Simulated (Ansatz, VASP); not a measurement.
**Two plane-wave programs on TaN**

```
Ta N
1.0
     0.00000    2.36651    2.36651
     2.36651    0.00000    2.36651
     2.36651    2.36651    0.00000
Ta N
1 1
Cartesian
  0.0000 0.0000 0.0000
  1.1833 1.1833 1.1833
```

Alike in both runs: task single point; functional r2SCAN; k mesh 12 × 12 × 12; occupations gaussian, width 0.05 eV; no spin polarisation.

|  | VASP | Ansatz |
| --- | --- | --- |
| version | VASP 6.6.1 | Ansatz 0.2.0 |
| potentials or method | VASP PAW PBE potentials, release 64 (Ta_pv, N), cutoff 660 eV | scalar-relativistic, plane waves, PAW |
| valence electrons in the cell | 16 | 18 |

```tsv
	VASP	Ansatz	Ansatz less VASP
gap on the k mesh at the Fermi level (eV)	none	none	-
pressure (GPa)	1.2	0.0	-1.15
```

VASP's potentials were made for PBE, not for r2SCAN. A gap of «none» marks a metal or a gap that the smearing closes. VASP's potentials hold 16 valence electrons a cell and Ansatz's 18, so a difference there can come from the potentials and not from the codes.

Spin-orbit coupling is off throughout.
